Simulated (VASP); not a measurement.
Set up this calculation in VASP 6.6.1, as the native input.

| Property | Result |
| --- | --- |
| Task | single point |
| Functional | HSE06 |
| Potentials or basis | VASP PAW PBE potentials, release 64 (Hg, Te) |
| Cutoff | 520 eV |
| k mesh | 4 × 4 × 4 |
| Occupations | fermi-dirac, width 0.02 eV |
| Spin | no spin polarisation |
| Dipole correction | no |
| Grid for exact exchange (PRECFOCK) | Normal |
| Further INCAR settings | ALGO = Normal; EDIFF = 1e-06; NBANDS = 16 |
| Share of exact exchange | 0.25 |
| Screening parameter | 0.2079 1/Å |

Crystal: HgTe.

```
Hg Te
1.0
     0.00000    3.25627    3.33307
     3.25627    0.00000    3.33307
     3.25627    3.25627    0.00000
Hg Te
1 1
Cartesian
  0.0000 0.0000 0.0000
  1.6281 1.6281 1.6665
```

This cell differs from its parent crystal: epitaxial xy strain -1.0%.

One way to write it, as run:

POSCAR

```
HgTe
1.0
    0.0000000000      3.2562663074      3.3330735535
    3.2562663074      0.0000000000      3.3330735535
    3.2562663074      3.2562663074      0.0000000000
Hg Te
1 1
Direct
    0.0000000000      0.0000000000      0.0000000000
    0.2500000000      0.2500000000      0.2500000000
```

INCAR.step1

```
SYSTEM = HgTe
PREC     = Accurate       ! precision mode
ENCUT    = 520            ! plane-wave cutoff, eV
EDIFF    = 1E-5           ! SCF threshold, eV
ISMEAR   = -1             ! smearing method
SIGMA    = 0.02           ! smearing width, eV
LREAL    = .FALSE.        ! projectors in reciprocal space
LASPH    = .TRUE.         ! aspherical terms in the spheres
NELM     = 100            ! most SCF steps
ALGO     = Normal         ! electronic algorithm
ISIF     = 2              ! what is computed and relaxed
LWAVE    = .TRUE.         ! write WAVECAR
LCHARG   = .FALSE.        ! write CHGCAR
NBANDS   = 16             ! bands
GGA      = PE             ! functional
```

INCAR.step2

```
SYSTEM = HgTe
PREC     = Accurate       ! precision mode
ENCUT    = 520            ! plane-wave cutoff, eV
EDIFF    = 1E-6           ! SCF threshold, eV
ISMEAR   = -1             ! smearing method
SIGMA    = 0.02           ! smearing width, eV
LREAL    = .FALSE.        ! projectors in reciprocal space
LASPH    = .TRUE.         ! aspherical terms in the spheres
NELM     = 100            ! most SCF steps
ALGO     = Normal         ! electronic algorithm
ISIF     = 2              ! what is computed and relaxed
LWAVE    = .FALSE.        ! write WAVECAR
LCHARG   = .FALSE.        ! write CHGCAR
GGA      = PE             ! functional
LHFCALC  = .TRUE.         ! exact exchange
HFSCREEN = 0.2079         ! screening, 1/A
PRECFOCK = Normal       
NBANDS   = 16             ! bands
ISTART   = 1
```

KPOINTS

```
regular mesh
0
G
  4 4 4
  0 0 0
```

Potentials or basis: VASP PAW PBE potentials, release 64 (Hg, Te).

Command:

```console
$ cat potpaw_PBE.64/Hg/POTCAR potpaw_PBE.64/Te/POTCAR > POTCAR
$ cp INCAR.step1 INCAR
$ mpirun -np 1 vasp_std > vasp.out
$ cp INCAR.step2 INCAR
$ mpirun -np 1 vasp_std > vasp.out
```

It gave:

```yaml
Pressure: 0.3 GPa
Band_gap_on_the_k_mesh: zero (filled and empty bands touch)
```

Caveat: the k points lie up to 0.41 Å⁻¹ apart; the cell differs from its parent crystal (epitaxial xy strain -1.0%); the PAW data sets were made with another functional, which shifts forces and pressure a little; spin-orbit coupling is left out, which moves the levels of the heavy elements.

Run time: 15 min on 1 thread of Intel(R) Xeon(R) Platinum 8375C CPU @ 2.90GHz (Ice Lake), with other jobs on the host, peak memory 0.33 GiB.
